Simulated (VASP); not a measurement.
# BN (P6_3/mmc) in VASP: settings compared

The runs below take BN through single point, with PBEsol+D3(BJ), PBEsol+D4, PBEsol.

Program: VASP 6.6.1. These are calculated values, not measurements. Logs are shortened: lines on timing, memory, paths and dates and some standing lists are left out, and cuts for length are marked.

### 1 The cell of the first run

The structure is hexagonal, space group P6_3/mmc (No. 194). The conventional cell has a = 2.500 Å, b = 2.500 Å, c = 6.418 Å, α = 90.00°, β = 90.00°, γ = 120.00°. Within 1.9 Å of N (site symmetry -6m2) lie 3 B at 1.44 Å. B (site symmetry -6m2) has 3 N at 1.44 Å within 1.9 Å.

### 2 Single point, PBEsol+D3(BJ)

INCAR reads:

```
PREC = Accurate
ENCUT = 520
EDIFF = 1E-6
ISMEAR = -1
SIGMA = 0.05
LREAL = F
LASPH = T
NELM = 100
ALGO = Normal
ISIF = 2
LWAVE = F
LCHARG = T
GGA = PS
IVDW = 12
LELF = T
LVHAR = T
NBANDS = 16
```

KPOINTS reads:

```
Automatic mesh
0
Gamma
  12 12 4
```

POSCAR reads:

```
BN
1.0
    2.5004979940      0.0000000000      0.0000000000
   -1.2502489970      2.1654947849      0.0000000000
    0.0000000000      0.0000000000      6.4176076169
N B
2 2
Direct
    0.6666666667      0.3333333333      0.2500000000
    0.3333333333      0.6666666667      0.7500000000
    0.6666666667      0.3333333333      0.7500000000
    0.3333333333      0.6666666667      0.2500000000
```

Potentials or basis: VASP PAW PBE potentials, release 64 (N, B).

Started as:

```bash
$ cat potpaw_PBE.64/N/POTCAR potpaw_PBE.64/B/POTCAR > POTCAR
$ mpirun -np 1 vasp_std > vasp.out
```

OUTCAR:

```text
PREC = Accurate
   ENCUT = 520
   EDIFF = 1E-6
   ISMEAR = -1
   LREAL = F
   LASPH = T
   NELM = 100
   ISIF = 2
   GGA = PS
   IVDW = 12
 IVDW          = 12

 ion  position               nearest neighbor table
   1  0.667  0.333  0.250-   4 1.44   4 1.44   4 1.44
   2  0.333  0.667  0.750-   3 1.44   3 1.44   3 1.44
   3  0.667  0.333  0.750-   2 1.44   2 1.44   2 1.44
   4  0.333  0.667  0.250-   1 1.44   1 1.44   1 1.44

  LATTYP: Found a hexagonal cell.
 ALAT       =     2.5004979940
 C/A-ratio  =     2.5665317998

  Lattice vectors:

 A1 = (   2.5004979940,   0.0000000000,   0.0000000000)
 A2 = (  -1.2502489970,   2.1654947849,   0.0000000000)
 A3 = (   0.0000000000,   0.0000000000,   6.4176076169)

Analysis of symmetry for initial positions (statically):
=====================================================================
 Subroutine PRICEL returns:
 Original cell was already a primitive cell.

 Routine SETGRP: Setting up the symmetry group for a
 hexagonal supercell.

 Subroutine GETGRP returns: Found 24 space group operations
 (whereof 12 operations were pure point group operations)
 out of a pool of 24 trial point group operations.

The static configuration has the point symmetry D_3d.
 The point group associated with its full space group is D_6h.

Analysis of symmetry for dynamics (positions and initial velocities):
=====================================================================
 Subroutine PRICEL returns:
 Original cell was already a primitive cell.

 Routine SETGRP: Setting up the symmetry group for a
 hexagonal supercell.

 Subroutine GETGRP returns: Found 24 space group operations
 (whereof 12 operations were pure point group operations)
 out of a pool of 24 trial point group operations.

The dynamic configuration has the point symmetry D_3d.
 The point group associated with its full space group is D_6h.

 Subroutine INISYM returns: Found 24 space group operations
 (whereof 12 operations are pure point group operations),
 and found     1 'primitive' translations

----------------------------------------------------------------------------------------

                                     Primitive cell

  volume of cell :      34.7502

  direct lattice vectors                    reciprocal lattice vectors
     2.500497994  0.000000000  0.000000000     0.399920337  0.230894114  0.000000000
    -1.250248997  2.165494785  0.000000000     0.000000000  0.461788228  0.000000000
     0.000000000  0.000000000  6.417607617     0.000000000  0.000000000  0.155821306

[... 90 lines left out ...]
   NSW    =      0    number of steps for IOM
   IBRION =     -1    ionic relax: 0-MD 1-quasi-New 2-CG
   NFREE  =      0    steps in history (QN), initial steepest desc. (CG)
   ISIF   =      2    stress and relaxation
   ISYM   =      2    0-nonsym 1-usesym 2-fastsym
   POTIM  = 0.5000    time-step for ionic-motion
   TEBEG  =    0.0;   TEEND  =   0.0 temperature during run
   PSTRESS=    0.0 pullay stress
   NELECT =      16.0000    total number of electrons
   NUPDOWN=      -1.0000    fix difference up-down
   EMIN   =  10.00;   EMAX   =-10.00  energy-range for DOS
   EFERMI =   0.00;   METHOD = LEGACY
   ISMEAR =    -1;   SIGMA  =   0.05  broadening in eV -4-tet -1-fermi 0-gaus
   EFERMI_NEDOS =   21; number of points for ismear=-14 and -15
   IALGO  =     38    algorithm
   IMIX   =      4    mixing-type and parameters
     AMIX     =   0.40;   BMIX     =  1.00
     AMIX_MAG =   1.60;   BMIX_MAG =  1.00
  volume/ion in A,a.u.               =       8.69        58.63
  Fermi-wavevector in a.u.,A,eV,Ry     =   1.264142  2.388882 21.742861  1.598055
  Thomas-Fermi vector in A             =   2.397463
   LORBIT       =      0    0 simple, 1 ext, 2 COOP (PROOUT), +10 PAW based schemes
   GGA     = PS    functional components
   LHFCALC =     F    Hartree Fock is set to
   AEXX    =    0.0000 exact exchange contribution
   IVDW    =    12    specifies the selected vdW correction
   LEPSILON=     F    determine dielectric tensor
   LRPA    =     F    only Hartree local field effects (RPA)
 non-spin polarized calculation
  energy-cutoff  :      520.00
  volume of cell :       34.75
 maximum number of plane-waves:       954
 NGX is ok and might be reduce to    20
   NGX =  9   NGY =  9   NGZ = 23

 number of electron      15.9999998 magnetization

 Free energy of the ion-electron system (eV)
  ---------------------------------------------------
  ext. energy  EPLUGINS =         0.00000000
  ---------------------------------------------------
  free energy    TOTEN  =       -36.55371590 eV

  energy without entropy =      -36.55371590  energy(sigma->0) =      -36.55371590

 E-fermi :   3.6001     XC(G=0): -10.5402

 val. band max:        2.5203843736   @ k =   0.3333   0.2500   0.0000
 cond. band min:       6.6122632554   @ k =   0.5000   0.0000   0.0000
 fundamental gap:      4.0918788818
 Fermi energy:         3.6000943328

 k-point     1 :       0.0000    0.0000    0.0000
  band No.  band energies     occupation
      1     -15.3405      2.00000
      2     -14.9492      2.00000
      3      -3.9900      2.00000
      4      -1.4312      2.00000
      5       1.1836      2.00000
      6       1.1836      2.00000
[... 433 lines left out ...]
      3      -4.4159      2.00000
      4      -4.3335      2.00000
      5      -1.0896      2.00000
      6      -1.0291      2.00000
[... 8 lines left out ...]
     15      19.3781      0.00000
     16      21.1571      0.00000

 [... further k-points ...]

------------------------ aborting loop because EDIFF is reached ----------------------------------------

 Edisp (eV)   -0.41911

 E8    (eV) :    -0.2091

  FORCE on cell =-STRESS in cart. coord.  units (eV):
  Direction    XX          YY          ZZ          XY          YZ          ZX
  --------------------------------------------------------------------------------------
  -------------------------------------------------------------------------------------
  Total       0.11473     0.11473    -0.03700     0.00000    -0.00000     0.00000
  in kB       5.28983     5.28983    -1.70584     0.00000    -0.00000     0.00000
  external pressure =        2.96 kB  Pullay stress =        0.00 kB

 VOLUME and BASIS-vectors are now :
 -----------------------------------------------------------------------------
  energy-cutoff  :      520.00
  volume of cell :       34.75
      direct lattice vectors                 reciprocal lattice vectors
     2.500497994  0.000000000  0.000000000     0.399920337  0.230894114  0.000000000
    -1.250248997  2.165494785  0.000000000     0.000000000  0.461788228  0.000000000
     0.000000000  0.000000000  6.417607617     0.000000000  0.000000000  0.155821306

 POSITION                                       TOTAL-FORCE (eV/Angst)
 -----------------------------------------------------------------------------------
      1.25025      0.72183      1.60440        -0.000000      0.000000      0.000000
     -0.00000      1.44366      4.81321         0.000000      0.000000      0.000000
      1.25025      0.72183      4.81321         0.000000     -0.000000      0.000000
     -0.00000      1.44366      1.60440        -0.000000      0.000000      0.000000
 -----------------------------------------------------------------------------------
    total drift:                               -0.000000      0.000000      0.000000

  FREE ENERGIE OF THE ION-ELECTRON SYSTEM (eV)
  ---------------------------------------------------
  free  energy   TOTEN  =       -36.9728259177 eV

  energy  without entropy=      -36.9728259177  energy(sigma->0) =      -36.97282592
```

stdout:

```text
POSCAR found type information on POSCAR N B
 POSCAR found :  2 types and       4 ions
 scaLAPACK will be used
 -----------------------------------------------------------------------------
|                                                                             |
|                                                                             |
|     You enforced a specific xc type in the INCAR file but a different       |
|     I HOPE YOU KNOW WHAT YOU ARE DOING!                                     |
|                                                                             |
 -----------------------------------------------------------------------------

 LDA part: xc-table for (Slater+PW92), standard interpolation
 POSCAR, INCAR and KPOINTS ok, starting setup
 FFT: planning ... GRIDC
 FFT: planning ... GRID_SOFT
 FFT: planning ... GRID
 WAVECAR not read
 entering main loop
```

It took 52 s on 1 thread of AMD EPYC 7R13, shared host; peak memory 0.14 GiB.

What came out:

| Property | Result |
| --- | --- |
| Free energy | -36.9728 eV |
| Pressure | 0.3 GPa |
| Band gap on the k mesh | 4.09 eV (least direct gap 4.48 eV) |
| Dispersion energy per atom | -0.105 eV |

Stress tensor (GPa, compression positive):
```
 0.53  0.00  0.00
 0.00  0.53  0.00
 0.00  0.00 -0.17
```

Caveat: the PAW data sets were made with another functional, which shifts forces and pressure a little.

### 3 Single point, PBEsol+D3(BJ)

This run uses another cell than the first one, of 8.78 Å³/atom.

INCAR reads:

```
SYSTEM = BN
  PREC = Accurate
  ENCUT = 520
  EDIFF = 1E-6
  ISMEAR = -1
  SIGMA = 0.05
  LREAL = .FALSE.
  LASPH = .TRUE.
  NELM = 80
  ALGO = Normal
  ISIF = 2
  LWAVE = .FALSE.
  LCHARG = .FALSE.
  GGA = PS
  IVDW = 12
  NBANDS = 16
```

KPOINTS reads:

```
Automatic mesh
0
G
  12 12 4
  0 0 0
```

POSCAR reads:

```
BN
1.0
    2.5011811855      0.0000000000      0.0000000000
   -1.2505905927      2.1660864461      0.0000000000
    0.0000000000      0.0000000000      6.4826471038
N B
2 2
Direct
    0.6666666667      0.3333333333      0.2500000000
    0.3333333333      0.6666666667      0.7500000000
    0.6666666667      0.3333333333      0.7500000000
    0.3333333333      0.6666666667      0.2500000000
```

Potentials or basis: VASP PAW PBE potentials, release 64 (N, B).

Started as:

```bash
$ cat potpaw_PBE.64/N/POTCAR potpaw_PBE.64/B/POTCAR > POTCAR
$ mpirun -np 1 vasp_std > vasp.out
```

Run time: 49 s. Hardware: 1 thread of AMD EPYC 7R13, shared host; peak memory 0.14 GiB.

Results (log left out):

```
Free energy                : -36.9725 eV
Pressure                   : 0.0 GPa
Band gap on the k mesh     : 4.12 eV (least direct gap 4.52 eV)
Dispersion energy per atom : -0.104 eV
```

Stress tensor (GPa, compression positive):
```
 0.21  0.00  0.00
 0.00  0.21  0.00
 0.00  0.00 -0.48
```

Levels at points of the mesh, in eV from the valence-band top:
```csv
k point,band 6,band 7,band 8,band 9,band 10,band 11
"(0.00, 0.00, 0.00)",-1.33,-1.28,-1.28,5.19,10.46,11.50
"(0.50, 0.00, 0.00)",-4.08,-1.57,-0.40,4.12,5.69,9.48
"(0.00, 0.00, 0.50)",-1.30,-1.30,-1.30,7.73,7.73,11.57
"(0.50, 0.00, 0.50)",-4.13,-0.96,-0.96,4.62,4.62,9.89
```

Caveat: three body term missing; the PAW data sets were made with another functional, which shifts forces and pressure a little. As with any semilocal functional, this PBEsol gap is likely too small.

### 4 Single point, PBEsol+D4

This run uses another cell than the first one, of 8.78 Å³/atom.

INCAR reads:

```
SYSTEM = BN
PREC = Accurate ; ENCUT = 520
EDIFF = 1E-6 ; ISMEAR = -1
SIGMA = 0.05 ; LREAL = .False.
LASPH = .True. ; NELM = 100
ALGO = Normal ; ISIF = 2
LWAVE = .False. ; LCHARG = .False.
GGA = PS ; IVDW = 13
NBANDS = 16
```

KPOINTS reads:

```
Automatic mesh
0
Gamma
  12 12 4
  0 0 0
```

POSCAR reads:

```
BN
1.0
    2.5016394764      0.0000000000      0.0000000000
   -1.2508197382      2.1664833376      0.0000000000
    0.0000000000      0.0000000000      6.4795114066
N B
2 2
Direct
    0.6666666667      0.3333333333      0.2500000000
    0.3333333333      0.6666666667      0.7500000000
    0.6666666667      0.3333333333      0.7500000000
    0.3333333333      0.6666666667      0.2500000000
```

Potentials or basis: VASP PAW PBE potentials, release 64 (N, B).

Started as:

```bash
$ cat potpaw_PBE.64/N/POTCAR potpaw_PBE.64/B/POTCAR > POTCAR
$ mpirun -np 1 vasp_std > vasp.out
```

OUTCAR:

```text
SYSTEM = BN
   PREC = Accurate
   ENCUT = 520
   EDIFF = 1E-6
   ISMEAR = -1
   LREAL = .False.
   LASPH = .True.
   NELM = 100
   ISIF = 2
   GGA = PS
   IVDW = 13

 ion  position               nearest neighbor table
   1  0.667  0.333  0.250-   4 1.44   4 1.44   4 1.44
   2  0.333  0.667  0.750-   3 1.44   3 1.44   3 1.44
   3  0.667  0.333  0.750-   2 1.44   2 1.44   2 1.44
   4  0.333  0.667  0.250-   1 1.44   1 1.44   1 1.44

  LATTYP: Found a hexagonal cell.
 ALAT       =     2.5016394764
 C/A-ratio  =     2.5901059956

  Lattice vectors:

 A1 = (   2.5016394764,   0.0000000000,   0.0000000000)
 A2 = (  -1.2508197382,   2.1664833376,   0.0000000000)
 A3 = (   0.0000000000,   0.0000000000,   6.4795114066)

Analysis of symmetry for initial positions (statically):
=====================================================================
 Subroutine PRICEL returns:
 Original cell was already a primitive cell.

 Routine SETGRP: Setting up the symmetry group for a
 hexagonal supercell.

 Subroutine GETGRP returns: Found 24 space group operations
 (whereof 12 operations were pure point group operations)
 out of a pool of 24 trial point group operations.

The static configuration has the point symmetry D_3d.
 The point group associated with its full space group is D_6h.

Analysis of symmetry for dynamics (positions and initial velocities):
=====================================================================
 Subroutine PRICEL returns:
 Original cell was already a primitive cell.

 Routine SETGRP: Setting up the symmetry group for a
 hexagonal supercell.

 Subroutine GETGRP returns: Found 24 space group operations
 (whereof 12 operations were pure point group operations)
 out of a pool of 24 trial point group operations.

The dynamic configuration has the point symmetry D_3d.
 The point group associated with its full space group is D_6h.

 Subroutine INISYM returns: Found 24 space group operations
[... 121 lines left out ...]
     AMIX_MAG =   1.60;   BMIX_MAG =  1.00
  volume/ion in A,a.u.               =       8.78        59.25
  Fermi-wavevector in a.u.,A,eV,Ry     =   1.259720  2.380526 21.591012  1.586895
  Thomas-Fermi vector in A             =   2.393266
   LORBIT       =      0    0 simple, 1 ext, 2 COOP (PROOUT), +10 PAW based schemes
   GGA     = PS    functional components
   LHFCALC =     F    Hartree Fock is set to
   AEXX    =    0.0000 exact exchange contribution
   IVDW    =    13    specifies the selected vdW correction
   LEPSILON=     F    determine dielectric tensor
   LRPA    =     F    only Hartree local field effects (RPA)
 non-spin polarized calculation
  energy-cutoff  :      520.00
  volume of cell :       35.12
 maximum number of plane-waves:       973
 NGX is ok and might be reduce to    20
   NGX =  9   NGY =  9   NGZ = 25

 number of electron      15.9999999 magnetization

 Free energy of the ion-electron system (eV)
  ---------------------------------------------------
  ext. energy  EPLUGINS =         0.00000000
  ---------------------------------------------------
  free energy    TOTEN  =       -36.55788257 eV

  energy without entropy =      -36.55788257  energy(sigma->0) =      -36.55788257

 E-fermi :   3.5566     XC(G=0): -10.4734

 val. band max:        2.4241848240   @ k =   0.3333   0.2500   0.0000
 cond. band min:       6.5374363337   @ k =   0.5000   0.0000   0.0000
 fundamental gap:      4.1132515097
 Fermi energy:         3.5566342555

 k-point     1 :       0.0000    0.0000    0.0000
  band No.  band energies     occupation
      1     -15.4055      2.00000
      2     -15.0405      2.00000
      3      -4.0216      2.00000
      4      -1.5737      2.00000
      5       1.0970      2.00000
      6       1.0970      2.00000
[... 433 lines left out ...]
      3      -4.4955      2.00000
      4      -4.4201      2.00000
      5      -1.1728      2.00000
      6      -1.1172      2.00000
[... 8 lines left out ...]
     15      19.2248      0.00000
     16      21.0338      0.00000

 [... further k-points ...]

------------------------ aborting loop because EDIFF is reached ----------------------------------------

  DFT-D4 for vdW energy calculation

  Edisp (eV):   -0.37912

  FORCE on cell =-STRESS in cart. coord.  units (eV):
  Direction    XX          YY          ZZ          XY          YZ          ZX
  --------------------------------------------------------------------------------------
  -------------------------------------------------------------------------------------
  Total       0.11638     0.11638    -0.03906     0.00000    -0.00000     0.00000
  in kB       5.30967     5.30967    -1.78183     0.00000    -0.00000     0.00000
  external pressure =        2.95 kB  Pullay stress =        0.00 kB

 VOLUME and BASIS-vectors are now :
 -----------------------------------------------------------------------------
  energy-cutoff  :      520.00
  volume of cell :       35.12
      direct lattice vectors                 reciprocal lattice vectors
     2.501639476  0.000000000  0.000000000     0.399737856  0.230788759  0.000000000
    -1.250819738  2.166483338  0.000000000     0.000000000  0.461577517  0.000000000
     0.000000000  0.000000000  6.479511407     0.000000000  0.000000000  0.154332624

 POSITION                                       TOTAL-FORCE (eV/Angst)
 -----------------------------------------------------------------------------------
      1.25082      0.72216      1.61988        -0.000000      0.000000      0.000000
     -0.00000      1.44432      4.85963         0.000000     -0.000000     -0.000000
      1.25082      0.72216      4.85963        -0.000000     -0.000000      0.000000
     -0.00000      1.44432      1.61988         0.000000      0.000000      0.000000
 -----------------------------------------------------------------------------------
    total drift:                               -0.000000      0.000000      0.000000

  FREE ENERGIE OF THE ION-ELECTRON SYSTEM (eV)
  ---------------------------------------------------
  free  energy   TOTEN  =       -36.9370005760 eV

  energy  without entropy=      -36.9370005760  energy(sigma->0) =      -36.93700058
```

OSZICAR:

```text
N       E                     dE             d eps       ncg     rms          rms(c)
DAV:   1     0.446223217883E+02    0.44622E+02   -0.81351E+03  1832   0.935E+02
DAV:   2    -0.369623556611E+02   -0.81585E+02   -0.74322E+02  2496   0.220E+02
DAV:   3    -0.399558000050E+02   -0.29934E+01   -0.29813E+01  2280   0.417E+01
DAV:   4    -0.399741525662E+02   -0.18353E-01   -0.18350E-01  2352   0.356E+00
DAV:   5    -0.399743151660E+02   -0.16260E-03   -0.16260E-03  2272   0.320E-01    0.110E+01
DAV:   6    -0.369297660904E+02    0.30445E+01   -0.47434E+00  2336   0.167E+01    0.504E+00
DAV:   7    -0.366421216503E+02    0.28764E+00   -0.52344E-01  2440   0.530E+00    0.310E+00
DAV:   8    -0.365617776253E+02    0.80344E-01   -0.20800E-01  2352   0.307E+00    0.452E-01
DAV:   9    -0.365573138989E+02    0.44637E-02   -0.13623E-02  2104   0.946E-01    0.179E-01
DAV:  10    -0.365578185678E+02   -0.50467E-03   -0.97859E-04  2192   0.238E-01    0.289E-02
DAV:  11    -0.365578754445E+02   -0.56877E-04   -0.55623E-05  2184   0.597E-02    0.199E-02
DAV:  12    -0.365578825117E+02   -0.70673E-05   -0.16600E-05  2072   0.283E-02    0.175E-03
DAV:  13    -0.365578825663E+02   -0.54606E-07   -0.38445E-07  1848   0.495E-03
   1 F= -.36937001E+02 E0= -.36937001E+02  d E =-.128665E-10
```

Wall time 46 s (1 thread of AMD EPYC 7R13, shared host); peak memory 0.13 GiB.

What came out:

| Property | Result |
| --- | --- |
| Free energy | -36.9370 eV |
| Pressure | 0.3 GPa |
| Band gap on the k mesh | 4.11 eV (least direct gap 4.51 eV) |
| Dispersion energy per atom | -0.095 eV |

Stress tensor (GPa, compression positive):
```
 0.53  0.00  0.00
 0.00  0.53  0.00
 0.00  0.00 -0.18
```

Caveat: the PAW data sets were made with another functional, which shifts forces and pressure a little.

(Part 1 of 2 ends here.)
